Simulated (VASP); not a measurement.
# Be4Mo (P4/mmm) in VASP: a series of runs

Runs on Be4Mo. Level: PBE. Tasks: single point, relaxation of cell and atoms.

Everything below comes from runs of VASP 6.6.1. Logs are shortened: lines on timing, memory, paths and dates and some standing lists are left out, and cuts for length are marked.

## 1. The cell of the first run

It takes space group P4/mmm (No. 123, tetragonal). The conventional cell has a = 3.251 Å, b = 3.251 Å, c = 4.414 Å, α = 90.00°, β = 90.00°, γ = 90.00°. Be (site symmetry 4mm) has 6 Be at 1.93 to 2.49 Å and 4 Mo at 2.49 Å within 2.6 Å. Within 2.8 Å of Be (site symmetry mmm) lie 8 Be at 2.05 to 2.30 Å and 4 Mo at 2.74 Å. Mo (site symmetry 4/mmm) has 16 Be at 2.49 to 2.74 Å and 4 Mo at 3.25 Å within 3.3 Å.

## 2. Single point, PBE

File INCAR:

```
PREC     = Accurate       # precision mode
ENCUT    = 520            # plane-wave cutoff, eV
EDIFF    = 1E-6           # SCF threshold, eV
ISMEAR   = 0              # smearing method
SIGMA    = 0.1            # smearing width, eV
LREAL    = False          # projectors in reciprocal space
LASPH    = True           # aspherical terms in the spheres
NELM     = 60             # most SCF steps
ALGO     = Normal         # electronic algorithm
ISIF     = 2              # what is computed and relaxed
LWAVE    = False          # write WAVECAR
LCHARG   = False          # write CHGCAR
GGA      = PE             # functional
NBANDS   = 19             # bands
```

File KPOINTS:

```
regular mesh
0
Gamma
  12 12 8
```

File POSCAR:

```
Be4Mo
1.0
    3.2510743876      0.0000000000      0.0000000000
    0.0000000000      3.2510743876      0.0000000000
    0.0000000000      0.0000000000      4.4141366369
Be Mo
4 1
Direct
    0.5000000000      0.5000000000      0.2816608662
    0.0000000000      0.5000000000      0.0000000000
    0.5000000000      0.5000000000      0.7183391338
    0.5000000000      0.0000000000      0.0000000000
    0.0000000000      0.0000000000      0.5000000000
```

Potentials or basis: VASP PAW PBE potentials, release 64 (Be, Mo_sv).

Launch:

```sh
cat potpaw_PBE.64/Be/POTCAR potpaw_PBE.64/Mo_sv/POTCAR > POTCAR
mpirun -np 1 vasp_std > vasp.out
```

OUTCAR:

```text
PREC = Accurate
   ENCUT = 520
   EDIFF = 1E-6
   ISMEAR = 0
   LREAL = False
   LASPH = True
   NELM = 60
   ISIF = 2
   GGA = PE

 ion  position               nearest neighbor table
   1  0.500  0.500  0.282-   3 1.93   2 2.05   4 2.05   4 2.05   2 2.05   5 2.49   5 2.49   5 2.49
                             5 2.49
   2  0.000  0.500  0.000-   1 2.05   3 2.05   1 2.05   3 2.05   4 2.30   4 2.30   4 2.30   4 2.30
                             5 2.74   5 2.74   5 2.74   5 2.74
   3  0.500  0.500  0.718-   1 1.93   2 2.05   4 2.05   4 2.05   2 2.05   5 2.49   5 2.49   5 2.49
                             5 2.49
   4  0.500  0.000  0.000-   1 2.05   3 2.05   1 2.05   3 2.05   2 2.30   2 2.30   2 2.30   2 2.30
                             5 2.74   5 2.74   5 2.74   5 2.74
   5  0.000  0.000  0.500-   1 2.49   3 2.49   1 2.49   3 2.49   1 2.49   3 2.49   1 2.49   3 2.49
                             4 2.74   2 2.74   2 2.74   4 2.74   4 2.74   4 2.74   2 2.74   2 2.74

  LATTYP: Found a simple tetragonal cell.
 ALAT       =     3.2510743876
 C/A-ratio  =     1.3577470432

  Lattice vectors:

 A1 = (   3.2510743876,   0.0000000000,   0.0000000000)
 A2 = (   0.0000000000,   3.2510743876,   0.0000000000)
 A3 = (   0.0000000000,   0.0000000000,   4.4141366369)

Analysis of symmetry for initial positions (statically):
=====================================================================
 Subroutine PRICEL returns:
 Original cell was already a primitive cell.

 Routine SETGRP: Setting up the symmetry group for a
 simple tetragonal supercell.

 Subroutine GETGRP returns: Found 16 space group operations
 (whereof 16 operations were pure point group operations)
 out of a pool of 16 trial point group operations.

The static configuration has the point symmetry D_4h.

Analysis of symmetry for dynamics (positions and initial velocities):
=====================================================================
 Subroutine PRICEL returns:
 Original cell was already a primitive cell.

 Routine SETGRP: Setting up the symmetry group for a
 simple tetragonal supercell.

 Subroutine GETGRP returns: Found 16 space group operations
 (whereof 16 operations were pure point group operations)
 out of a pool of 16 trial point group operations.

The dynamic configuration has the point symmetry D_4h.

 Subroutine INISYM returns: Found 16 space group operations
 (whereof 16 operations are pure point group operations),
 and found     1 'primitive' translations

----------------------------------------------------------------------------------------

                                     Primitive cell

  volume of cell :      46.6551

  direct lattice vectors                    reciprocal lattice vectors
     3.251074388  0.000000000  0.000000000     0.307590624  0.000000000  0.000000000
     0.000000000  3.251074388  0.000000000     0.000000000  0.307590624  0.000000000
     0.000000000  0.000000000  4.414136637     0.000000000  0.000000000  0.226544868

  length of vectors
     3.251074388  3.251074388  4.414136637     0.307590624  0.307590624  0.226544868

  position of ions in fractional coordinates (direct lattice)
     0.500000000  0.500000000  0.281660866
     0.000000000  0.500000000  0.000000000
     0.500000000  0.500000000  0.718339134
     0.500000000  0.000000000  0.000000000
     0.000000000  0.000000000  0.500000000

  ion indices of the primitive-cell ions
   primitive index   ion index
                 1           1
                 2           2
                 3           3
                 4           4
                 5           5

----------------------------------------------------------------------------------------

 KPOINTS: regular mesh

Automatic generation of k-mesh.
 Grid dimensions read from file:
 generate k-points for:   12   12    8

 Generating k-lattice:

  Cartesian coordinates                     Fractional coordinates (reciprocal lattice)
     0.025632552  0.000000000  0.000000000     0.083333333  0.000000000  0.000000000
     0.000000000  0.025632552  0.000000000     0.000000000  0.083333333  0.000000000
     0.000000000  0.000000000  0.028318108     0.000000000  0.000000000  0.125000000

  Length of vectors
     0.025632552  0.025632552  0.028318108

  Shift w.r.t. Gamma in fractional coordinates (k-lattice)
     0.000000000  0.000000000  0.000000000

 Subroutine IBZKPT returns following result:
 ===========================================

 Found    140 irreducible k-points:

 Following reciprocal coordinates:
            Coordinates               Weight
  0.000000  0.000000  0.000000      1.000000
  0.083333  0.000000  0.000000      4.000000
  0.166667  0.000000  0.000000      4.000000
  0.250000  0.000000  0.000000      4.000000
  0.333333  0.000000  0.000000      4.000000
  0.416667  0.000000  0.000000      4.000000
[... 16 lines left out ...]
  0.333333  0.333333  0.000000      4.000000
  0.416667  0.333333  0.000000      8.000000
 [... further k-points ...]
   k-points           NKPTS =    140   k-points in BZ     NKDIM =    140   number of bands    NBANDS=     19
   number of dos      NEDOS =    301   number of ions     NIONS =      5
   total plane-waves  NPLWV =  20736
   dimension x,y,z NGX =    24 NGY =   24 NGZ =   36
   dimension x,y,z NGXF=    48 NGYF=   48 NGZF=   72
   ions per type =               4   1
   NGX,Y,Z   is equivalent  to a cutoff of  12.27, 12.27, 13.56 a.u.
   NGXF,Y,Z  is equivalent  to a cutoff of  24.55, 24.55, 27.12 a.u.
 SYSTEM =  unknown system
   PREC   = accura    normal or accurate (medium, high low for compatibility)
   ISTART =      0    job   : 0-new  1-cont  2-samecut
   ICHARG =      2    charge: 1-file 2-atom 10-const
   ISPIN  =      1    spin polarized calculation?
   LNONCOLLINEAR =      F non collinear calculations
   LSORBIT =      F    spin-orbit coupling
   LASPH  =      T    aspherical Exc in radial PAW
   ENCUT  =  520.0 eV  38.22 Ry    6.18 a.u.   6.04  6.04  8.21*2*pi/ulx,y,z
   NELM   =     60;   NELMIN=  2; NELMDL= -5     # of ELM steps
   EDIFF  = 0.1E-05   stopping-criterion for ELM
   LREAL  =      F    real-space projection
   EDIFFG = 0.1E-04   stopping-criterion for IOM
   NSW    =      0    number of steps for IOM
   IBRION =     -1    ionic relax: 0-MD 1-quasi-New 2-CG
   NFREE  =      0    steps in history (QN), initial steepest desc. (CG)
   ISIF   =      2    stress and relaxation
   ISYM   =      2    0-nonsym 1-usesym 2-fastsym
   POTIM  = 0.5000    time-step for ionic-motion
   TEBEG  =    0.0;   TEEND  =   0.0 temperature during run
   PSTRESS=    0.0 pullay stress
   NELECT =      22.0000    total number of electrons
   NUPDOWN=      -1.0000    fix difference up-down
   EMIN   =  10.00;   EMAX   =-10.00  energy-range for DOS
   EFERMI =   0.00;   METHOD = LEGACY
   ISMEAR =     0;   SIGMA  =   0.10  broadening in eV -4-tet -1-fermi 0-gaus
   EFERMI_NEDOS =   21; number of points for ismear=-14 and -15
   IALGO  =     38    algorithm
   IMIX   =      4    mixing-type and parameters
     AMIX     =   0.40;   BMIX     =  1.00
     AMIX_MAG =   1.60;   BMIX_MAG =  1.00
  volume/ion in A,a.u.               =       9.33        62.97
  Fermi-wavevector in a.u.,A,eV,Ry     =   1.274234  2.407953 22.091403  1.623672
  Thomas-Fermi vector in A             =   2.407013
   LORBIT       =      0    0 simple, 1 ext, 2 COOP (PROOUT), +10 PAW based schemes
   GGA     = PE    functional components
   LHFCALC =     F    Hartree Fock is set to
   AEXX    =    0.0000 exact exchange contribution
   IVDW    =     0    specifies the selected vdW correction
   LEPSILON=     F    determine dielectric tensor
   LRPA    =     F    only Hartree local field effects (RPA)
 non-spin polarized calculation
 Gauss-broadening in eV      SIGMA  =   0.10
  energy-cutoff  :      520.00
  volume of cell :       46.66
 maximum number of plane-waves:      1276
   NGX = 13   NGY = 13   NGZ = 17

 number of electron      21.9999997 magnetization

 Free energy of the ion-electron system (eV)
  ---------------------------------------------------
  ext. energy  EPLUGINS =         0.00000000
  ---------------------------------------------------
  free energy    TOTEN  =       -26.66152155 eV

  energy without entropy =      -26.65575269  energy(sigma->0) =      -26.65863712

 E-fermi :   8.0496     XC(G=0): -11.5716

 val. band max:        8.0467662761   @ k =   0.1667   0.0000   0.1250
 cond. band min:       8.0510743064   @ k =   0.5000   0.0000   0.3750
 fundamental gap:      0.0043080303
 Fermi energy:         8.0496325463

 k-point     1 :       0.0000    0.0000    0.0000
  band No.  band energies     occupation
      1     -52.6406      2.00000
      2     -26.7526      2.00000
      3     -26.6112      2.00000
      4     -26.6112      2.00000
      5      -1.4101      2.00000
      6       3.1890      2.00000
[... 11 lines left out ...]
     18      16.6770      0.00000
     19      17.4445      0.00000

 k-point     2 :       0.0833    0.0000    0.0000
  band No.  band energies     occupation
      1     -52.6397      2.00000
      2     -26.7513      2.00000
      3     -26.6244      2.00000
      4     -26.6099      2.00000
      5      -1.3257      2.00000
      6       3.2880      2.00000
[... 11 lines left out ...]
     18      16.8068      0.00000
     19      17.5725      0.00000

 k-point     3 :       0.1667    0.0000    0.0000
  band No.  band energies     occupation
      1     -52.6372      2.00000
      2     -26.7476      2.00000
      3     -26.6602      2.00000
      4     -26.6062      2.00000
      5      -1.0767      2.00000
      6       3.5740      2.00000
[... 434 lines left out ...]
      1     -52.6204      2.00000
      2     -26.7412      2.00000
      3     -26.7397      2.00000
      4     -26.7216      2.00000
      5       0.9729      2.00000
      6       3.4243      2.00000
[... 11 lines left out ...]
     18      15.5313      0.00000
     19      16.5055      0.00000

 k-point    24 :       0.4167    0.3333    0.0000
  band No.  band energies     occupation
      1     -52.6179      2.00000
      2     -26.7752      2.00000
      3     -26.7364      2.00000
      4     -26.7178      2.00000
      5       1.4468      2.00000
      6       3.1076      2.00000
[... 11 lines left out ...]
     18      15.0280      0.00000
     19      16.7226      0.00000

 [... further k-points ...]

------------------------ aborting loop because EDIFF is reached ----------------------------------------

  FORCE on cell =-STRESS in cart. coord.  units (eV):
  Direction    XX          YY          ZZ          XY          YZ          ZX
  --------------------------------------------------------------------------------------
  -------------------------------------------------------------------------------------
  Total        0.0823300      0.0823300      0.0709772      0.0000000     -0.0000000      0.0000000
  in kB        2.8272823      2.8272823      2.4374167      0.0000000     -0.0000000      0.0000000
  external PRESSURE =       2.6973271 kB  Pullay stress =       0.0000000 kB

 VOLUME and BASIS-vectors are now :
 -----------------------------------------------------------------------------
  energy-cutoff  :      520.00
  volume of cell :       46.66
      direct lattice vectors                 reciprocal lattice vectors
     3.251074388  0.000000000  0.000000000     0.307590624  0.000000000  0.000000000
     0.000000000  3.251074388  0.000000000     0.000000000  0.307590624  0.000000000
     0.000000000  0.000000000  4.414136637     0.000000000  0.000000000  0.226544868

 POSITION                                       TOTAL-FORCE (eV/Angst)
 -----------------------------------------------------------------------------------
      1.62554      1.62554      1.24329         0.000000     -0.000000     -0.005785
      0.00000      1.62554      0.00000         0.000000      0.000000      0.000000
      1.62554      1.62554      3.17085         0.000000      0.000000      0.005785
      1.62554      0.00000      0.00000         0.000000      0.000000      0.000000
      0.00000      0.00000      2.20707         0.000000      0.000000      0.000000
 -----------------------------------------------------------------------------------
    total drift:                                0.000000      0.000000      0.000000

  FREE ENERGIE OF THE ION-ELECTRON SYSTEM (eV)
  ---------------------------------------------------
  free  energy   TOTEN  =       -26.6615215525 eV

  energy  without entropy=      -26.6557526904  energy(sigma->0) =      -26.65863712
```

Wall time 30 s (1 thread of Intel Xeon 6975P-C (Granite Rapids), shared host); peak memory 0.23 GiB.

Results:

```yaml
Free_energy: -26.6615 eV
Pressure: 0.3 GPa
Largest_force: 0.006 eV/Å
Band_gap_on_the_k_mesh: zero (bands 11 and 12 overlap by 1.38 eV)
```

Forces on the atoms (eV/Å):
```
Be   0.000  0.000 -0.006
Be   0.000  0.000  0.000
Be   0.000  0.000  0.006
Be   0.000  0.000  0.000
Mo   0.000  0.000  0.000
```

## 3. Relaxation of cell and atoms, PBE

File INCAR:

```
ALGO = Fast ; EDIFF = 1E-6
EDIFFG = -0.01 ; ENCUT = 600
GGA = PE ; IBRION = 2
ISIF = 3 ; ISMEAR = 0
LASPH = True ; LCHARG = False
LREAL = False ; LWAVE = False
NELM = 100 ; NSW = 100
PREC = Accurate ; SIGMA = 0.1
```

File KPOINTS:

```
k-points
0
Gamma
  12 12 8
```

File POSCAR:

```
Be4Mo
1.0
    3.2488434576      0.0000000000      0.0000000000
    0.0000000000      3.2488434576      0.0000000000
    0.0000000000      0.0000000000      4.4250174436
Be Mo
4 1
Direct
    0.5000000000      0.5000000000      0.2817010355
    0.0000000000      0.5000000000      0.0000000000
    0.5000000000      0.5000000000      0.7182989645
    0.5000000000      0.0000000000      0.0000000000
    0.0000000000      0.0000000000      0.5000000000
```

Potentials or basis: VASP PAW PBE potentials, release 64 (Be, Mo_sv).

Launch:

```sh
cat potpaw_PBE.64/Be/POTCAR potpaw_PBE.64/Mo_sv/POTCAR > POTCAR
mpirun -np 1 vasp_std > vasp.out
```

Run time: 1.9 min. Hardware: 1 thread of Intel Xeon 6975P-C (Granite Rapids), shared host; peak memory 0.27 GiB.

The run converged. Its results:

```
Free energy                           : -26.6617 eV
Relaxed volume                        : 9.35 Å³/atom
Relaxed cell                          : a = 3.253 Å, b = 3.253 Å, c = 4.417 Å, α = 90.00°, β = 90.00°, γ = 90.00°
Space group after relaxing (to 0.1 Å) : P4/mmm (No. 123)
Energy gained by relaxing             : 0.0 meV/atom
Ionic steps                           : 6
Pressure after relaxing               : 0.0 GPa
Largest force after relaxing          : 0.006 eV/Å
Band gap on the k mesh                : zero (bands 11 and 12 overlap by 1.38 eV)
```

Forces on the atoms (eV/Å):
```
Be   0.000  0.000 -0.006
Be   0.000  0.000  0.000
Be   0.000  0.000  0.006
Be   0.000  0.000  0.000
Mo   0.000  0.000  0.000
```

The path:
```tsv
step	energy change (eV)	largest force (eV/Å)	pressure (GPa)	volume (Å³)
1	0.0000	0.0183	0.01	46.71
2	-0.0002	0.0199	0.03	46.71
3	-0.0002	0.0253	0.04	46.71
4	-0.0002	0.0238	0.03	46.71
5	-0.0002	0.0216	0.05	46.71
6	-0.0002	0.0061	-0.03	46.73
```

Final structure:
```
CELL_PARAMETERS angstrom
3.25257 0.00000 0.00000
0.00000 3.25257 0.00000
0.00000 0.00000 4.41713
ATOMIC_POSITIONS crystal
Be 0.50000 0.50000 0.28170
Be 0.00000 0.50000 0.00000
Be 0.50000 0.50000 0.71830
Be 0.50000 0.00000 0.00000
Mo 0.00000 0.00000 0.50000
```

Levels at points of the mesh, in eV from the Fermi level:
```csv
k point,band 9,band 10,band 11,band 12,band 13,band 14
"(0.00, 0.00, 0.00)",-0.43,-0.43,-0.13,-0.13,1.05,1.61
"(0.50, 0.00, 0.00)",-2.00,-1.77,-0.54,0.58,2.39,4.04
"(0.50, 0.50, 0.00)",-3.24,-3.23,-3.23,2.48,3.26,4.67
"(0.00, 0.00, 0.50)",-1.85,-1.85,1.08,3.62,3.62,3.72
"(0.50, 0.00, 0.50)",-1.53,-0.47,-0.08,0.22,2.15,2.65
"(0.50, 0.50, 0.50)",-2.29,-1.84,-1.84,0.36,2.49,4.09
```
